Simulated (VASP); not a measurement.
# GaGe (F-43m) in VASP: further runs

GaGe is run at these levels: PBE; tasks: single point.

Everything below comes from runs of VASP 6.6.1. Logs are shortened: lines on timing, memory, paths and dates and some standing lists are left out, and cuts for length are marked.

### Step 1. The cell of the first run

The structure is cubic, space group F-43m (No. 216). Conventional cell: a = 5.796 Å, b = 5.796 Å, c = 5.796 Å, α = 90.00°, β = 90.00°, γ = 90.00°. Ga (site symmetry -43m) has 4 Ge at 2.51 Å within 3.3 Å. Ge (site symmetry -43m) has 4 Ga at 2.51 Å within 3.3 Å.

### Step 2. Single point, PBE

Input file INCAR:

```
PREC = Accurate ; ENCUT = 500
EDIFF = 1E-6 ; ISMEAR = 1
SIGMA = 0.1 ; LREAL = F
LASPH = T ; NELM = 120
ALGO = Normal ; ISIF = 2
LWAVE = F ; LCHARG = F
GGA = PE ; NBANDS = 20
GGA_COMPAT = F
```

Input file KPOINTS:

```
Automatic mesh
0
Gamma
  3 3 3
```

Input file POSCAR:

```
GaGe
1.0
    0.0000000000      2.8978440000      2.8978440000
    2.8978440000      0.0000000000      2.8978440000
    2.8978440000      2.8978440000      0.0000000000
Ga Ge
1 1
Direct
    0.7500000000      0.7500000000      0.7500000000
    0.0000000000      0.0000000000      0.0000000000
```

Potentials or basis: VASP PAW PBE potentials, release 64 (Ga_d, Ge_d).

Command:

```console
cat potpaw_PBE.64/Ga_d/POTCAR potpaw_PBE.64/Ge_d/POTCAR > POTCAR
mpirun -np 1 vasp_std > vasp.out
```

OUTCAR:

```text
PREC = Accurate
   ENCUT = 500
   EDIFF = 1E-6
   ISMEAR = 1
   LREAL = F
   LASPH = T
   NELM = 120
   ISIF = 2
   GGA = PE

 ion  position               nearest neighbor table
   1  0.750  0.750  0.750-   2 2.51   2 2.51   2 2.51   2 2.51
   2  0.000  0.000  0.000-   1 2.51   1 2.51   1 2.51   1 2.51

  LATTYP: Found a face centered cubic cell.
 ALAT       =     5.7956880000

  Lattice vectors:

 A1 = (   0.0000000000,   2.8978440000,   2.8978440000)
 A2 = (   2.8978440000,   0.0000000000,   2.8978440000)
 A3 = (   2.8978440000,   2.8978440000,   0.0000000000)

Analysis of symmetry for initial positions (statically):
=====================================================================
 Subroutine PRICEL returns:
 Original cell was already a primitive cell.

 Routine SETGRP: Setting up the symmetry group for a
 face centered cubic supercell.

 Subroutine GETGRP returns: Found 24 space group operations
 (whereof 24 operations were pure point group operations)
 out of a pool of 48 trial point group operations.

The static configuration has the point symmetry T_d .

Analysis of symmetry for dynamics (positions and initial velocities):
=====================================================================
 Subroutine PRICEL returns:
 Original cell was already a primitive cell.

 Routine SETGRP: Setting up the symmetry group for a
 face centered cubic supercell.

 Subroutine GETGRP returns: Found 24 space group operations
 (whereof 24 operations were pure point group operations)
 out of a pool of 48 trial point group operations.

The dynamic configuration has the point symmetry T_d .

 Subroutine INISYM returns: Found 24 space group operations
 (whereof 24 operations are pure point group operations),
 and found     1 'primitive' translations

----------------------------------------------------------------------------------------

                                     Primitive cell

  volume of cell :      48.6693

  direct lattice vectors                    reciprocal lattice vectors
     0.000000000  2.897844000  2.897844000    -0.172542069  0.172542069  0.172542069
     2.897844000  0.000000000  2.897844000     0.172542069 -0.172542069  0.172542069
     2.897844000  2.897844000  0.000000000     0.172542069  0.172542069 -0.172542069

  length of vectors
     4.098170286  4.098170286  4.098170286     0.298851630  0.298851630  0.298851630

  position of ions in fractional coordinates (direct lattice)
     0.750000000  0.750000000  0.750000000
     0.000000000  0.000000000  0.000000000

  ion indices of the primitive-cell ions
   primitive index   ion index
                 1           1
                 2           2

----------------------------------------------------------------------------------------

 KPOINTS: Automatic mesh

Automatic generation of k-mesh.
 Grid dimensions read from file:
 generate k-points for:    3    3    3

 Generating k-lattice:

  Cartesian coordinates                     Fractional coordinates (reciprocal lattice)
    -0.057514023  0.057514023  0.057514023     0.333333333  0.000000000  0.000000000
     0.057514023 -0.057514023  0.057514023     0.000000000  0.333333333  0.000000000
     0.057514023  0.057514023 -0.057514023     0.000000000  0.000000000  0.333333333

  Length of vectors
     0.099617210  0.099617210  0.099617210

  Shift w.r.t. Gamma in fractional coordinates (k-lattice)
     0.000000000  0.000000000  0.000000000

 Subroutine IBZKPT returns following result:
 ===========================================

 Found      4 irreducible k-points:

 Following reciprocal coordinates:
            Coordinates               Weight
  0.000000  0.000000  0.000000      1.000000
  0.333333  0.000000  0.000000      8.000000
  0.333333  0.333333  0.000000      6.000000
 -0.333333  0.333333  0.000000     12.000000
   k-points           NKPTS =      4   k-points in BZ     NKDIM =      4   number of bands    NBANDS=     20
   number of dos      NEDOS =    301   number of ions     NIONS =      2
   total plane-waves  NPLWV =  27000
   dimension x,y,z NGX =    30 NGY =   30 NGZ =   30
   dimension x,y,z NGXF=    60 NGYF=   60 NGZF=   60
   ions per type =               1   1
   NGX,Y,Z   is equivalent  to a cutoff of  12.17, 12.17, 12.17 a.u.
   NGXF,Y,Z  is equivalent  to a cutoff of  24.34, 24.34, 24.34 a.u.
 SYSTEM =  unknown system
   PREC   = accura    normal or accurate (medium, high low for compatibility)
   ISTART =      0    job   : 0-new  1-cont  2-samecut
   ICHARG =      2    charge: 1-file 2-atom 10-const
   ISPIN  =      1    spin polarized calculation?
   LNONCOLLINEAR =      F non collinear calculations
   LSORBIT =      F    spin-orbit coupling
   LASPH  =      T    aspherical Exc in radial PAW
   ENCUT  =  500.0 eV  36.75 Ry    6.06 a.u.   7.47  7.47  7.47*2*pi/ulx,y,z
   NELM   =    120;   NELMIN=  2; NELMDL= -5     # of ELM steps
   EDIFF  = 0.1E-05   stopping-criterion for ELM
   LREAL  =      F    real-space projection
   EDIFFG = 0.1E-04   stopping-criterion for IOM
   NSW    =      0    number of steps for IOM
   IBRION =     -1    ionic relax: 0-MD 1-quasi-New 2-CG
   NFREE  =      0    steps in history (QN), initial steepest desc. (CG)
   ISIF   =      2    stress and relaxation
   ISYM   =      2    0-nonsym 1-usesym 2-fastsym
   POTIM  = 0.5000    time-step for ionic-motion
   TEBEG  =    0.0;   TEEND  =   0.0 temperature during run
   PSTRESS=    0.0 pullay stress
   NELECT =      27.0000    total number of electrons
   NUPDOWN=      -1.0000    fix difference up-down
   EMIN   =  10.00;   EMAX   =-10.00  energy-range for DOS
   EFERMI =   0.00;   METHOD = LEGACY
   ISMEAR =     1;   SIGMA  =   0.10  broadening in eV -4-tet -1-fermi 0-gaus
   EFERMI_NEDOS =   21; number of points for ismear=-14 and -15
   IALGO  =     38    algorithm
   IMIX   =      4    mixing-type and parameters
     AMIX     =   0.40;   BMIX     =  1.00
     AMIX_MAG =   1.60;   BMIX_MAG =  1.00
  volume/ion in A,a.u.               =      24.33       164.22
  Fermi-wavevector in a.u.,A,eV,Ry     =   1.345172  2.542006 24.619567  1.809487
  Thomas-Fermi vector in A             =   2.473106
   LORBIT       =      0    0 simple, 1 ext, 2 COOP (PROOUT), +10 PAW based schemes
   GGA     = PE    functional components
   LHFCALC =     F    Hartree Fock is set to
   AEXX    =    0.0000 exact exchange contribution
   IVDW    =     0    specifies the selected vdW correction
   LEPSILON=     F    determine dielectric tensor
   LRPA    =     F    only Hartree local field effects (RPA)
 non-spin polarized calculation
 Methfessel and Paxton  Order N= 1 SIGMA  =   0.10
  energy-cutoff  :      500.00
  volume of cell :       48.67
 maximum number of plane-waves:      1258
 NGX is ok and might be reduce to    30
   NGX = 15   NGY = 15   NGZ = 15

 number of electron      26.9999991 magnetization

 Free energy of the ion-electron system (eV)
  ---------------------------------------------------
  ext. energy  EPLUGINS =         0.00000000
  ---------------------------------------------------
  free energy    TOTEN  =        -6.73707533 eV

  energy without entropy =       -6.72208481  energy(sigma->0) =       -6.73207849

 E-fermi :   3.7180     XC(G=0):  -9.4924

 val. band max:        2.6210764889   @ k =  -0.3333   0.3333   0.0000
 cond. band min:       3.7368086121   @ k =   0.3333   0.0000   0.0000
 fundamental gap:      1.1157321233
 Fermi energy:         3.7179805838

 k-point     1 :       0.0000    0.0000    0.0000
  band No.  band energies     occupation
      1     -20.7485      2.00000
      2     -20.7485      2.00000
      3     -20.7485      2.00000
      4     -20.7294      2.00000
      5     -20.7294      2.00000
      6     -11.2711      2.00000
[... 12 lines left out ...]
     19      10.8876      0.00000
     20      13.8459      0.00000

 k-point     2 :       0.3333    0.0000    0.0000
  band No.  band energies     occupation
      1     -20.7484      2.00000
      2     -20.7466      2.00000
      3     -20.7466      2.00000
      4     -20.7288      2.00000
      5     -20.7288      2.00000
      6     -11.2905      2.00000
[... 12 lines left out ...]
     19      12.2305      0.00000
     20      13.3173      0.00000

 k-point     3 :       0.3333    0.3333    0.0000
  band No.  band energies     occupation
      1     -20.7511      2.00000
      2     -20.7444      2.00000
      3     -20.7444      2.00000
      4     -20.7308      2.00000
      5     -20.7269      2.00000
      6     -11.3077      2.00000
[... 12 lines left out ...]
     19      12.8928      0.00000
     20      15.6105      0.00000

 k-point     4 :      -0.3333    0.3333    0.0000
  band No.  band energies     occupation
      1     -20.7487      2.00000
      2     -20.7455      2.00000
      3     -20.7444      2.00000
      4     -20.7296      2.00000
      5     -20.7276      2.00000
      6     -11.3047      2.00000
[... 12 lines left out ...]
     19      11.6743      0.00000
     20      13.2814      0.00000

------------------------ aborting loop because EDIFF is reached ----------------------------------------

  FORCE on cell =-STRESS in cart. coord.  units (eV):
  Direction    XX          YY          ZZ          XY          YZ          ZX
  --------------------------------------------------------------------------------------
  -------------------------------------------------------------------------------------
  Total       -0.0136542     -0.0136542     -0.0136542      0.0000000      0.0000000      0.0000000
  in kB       -0.4494932     -0.4494932     -0.4494932      0.0000000      0.0000000      0.0000000
  external PRESSURE =      -0.4494932 kB  Pullay stress =       0.0000000 kB

 VOLUME and BASIS-vectors are now :
 -----------------------------------------------------------------------------
  energy-cutoff  :      500.00
  volume of cell :       48.67
      direct lattice vectors                 reciprocal lattice vectors
     0.000000000  2.897844000  2.897844000    -0.172542069  0.172542069  0.172542069
     2.897844000  0.000000000  2.897844000     0.172542069 -0.172542069  0.172542069
     2.897844000  2.897844000  0.000000000     0.172542069  0.172542069 -0.172542069

 POSITION                                       TOTAL-FORCE (eV/Angst)
 -----------------------------------------------------------------------------------
      4.34677      4.34677      4.34677        -0.000000     -0.000000     -0.000000
      0.00000      0.00000      0.00000         0.000000      0.000000      0.000000
 -----------------------------------------------------------------------------------
    total drift:                               -0.000000     -0.000000     -0.000000

  FREE ENERGIE OF THE ION-ELECTRON SYSTEM (eV)
  ---------------------------------------------------
  free  energy   TOTEN  =        -6.7370753349 eV

  energy  without entropy=       -6.7220848149  energy(sigma->0) =       -6.73207849
```

It took 5.9 s on 1 thread of Intel Xeon 6975P-C, shared host; peak memory 0.16 GiB.

What came out:

| Property | Result |
| --- | --- |
| Free energy | -6.7371 eV |
| Pressure | 0.0 GPa |

Levels at points of the mesh, in eV from the Fermi level:
```csv
k point,band 11,band 12,band 13,band 14,band 15,band 16
"(0.00, 0.00, 0.00)",-11.12,1.11,1.11,1.11,1.49,3.75
```

Caveat: the k points lie up to 0.63 Å⁻¹ apart.

### Step 3. Single point, PBE

Input file INCAR:

```
  PREC = Accurate
  ENCUT = 500
  EDIFF = 1E-6
  ISMEAR = 1
  SIGMA = 0.1
  LREAL = F
  LASPH = T
  NELM = 120
  ALGO = Normal
  ISIF = 2
  LWAVE = F
  LCHARG = F
  GGA = PE
  NBANDS = 20
  GGA_COMPAT = F
```

Input file KPOINTS:

```
regular mesh
0
Gamma
  4 4 4
```

POSCAR is that of step 2.

Potentials or basis: VASP PAW PBE potentials, release 64 (Ga_d, Ge_d).

Command:

```console
cat potpaw_PBE.64/Ga_d/POTCAR potpaw_PBE.64/Ge_d/POTCAR > POTCAR
mpirun -np 1 vasp_std > vasp.out
```

It took 9.1 s on 1 thread of Intel Xeon 6975P-C, shared host; peak memory 0.16 GiB.

The run converged. Its results:

| Property | Result |
| --- | --- |
| Free energy | -7.0896 eV |
| Pressure | -0.4 GPa |

Levels at points of the mesh, in eV from the Fermi level:
| k point | band 10 | band 11 | band 12 | band 13 | band 14 | band 15 | band 16 | band 17 | band 18 | band 19 |
| --- | --- | --- | --- | --- | --- | --- | --- | --- | --- | --- |
| (0.00, 0.00, 0.00) | -14.60 | -10.82 | 1.40 | 1.40 | 1.40 | 1.77 | 4.06 | 4.06 | 4.06 | 7.43 |
| (0.50, 0.00, 0.00) | -14.60 | -8.87 | -5.66 | 0.09 | 0.09 | 1.77 | 5.05 | 5.05 | 7.92 | 11.16 |
| (0.50, 0.50, 0.00) | -14.60 | -7.80 | -6.11 | -1.55 | -1.55 | 2.04 | 2.14 | 10.72 | 10.72 | 11.96 |

Caveat: the k points lie up to 0.47 Å⁻¹ apart.
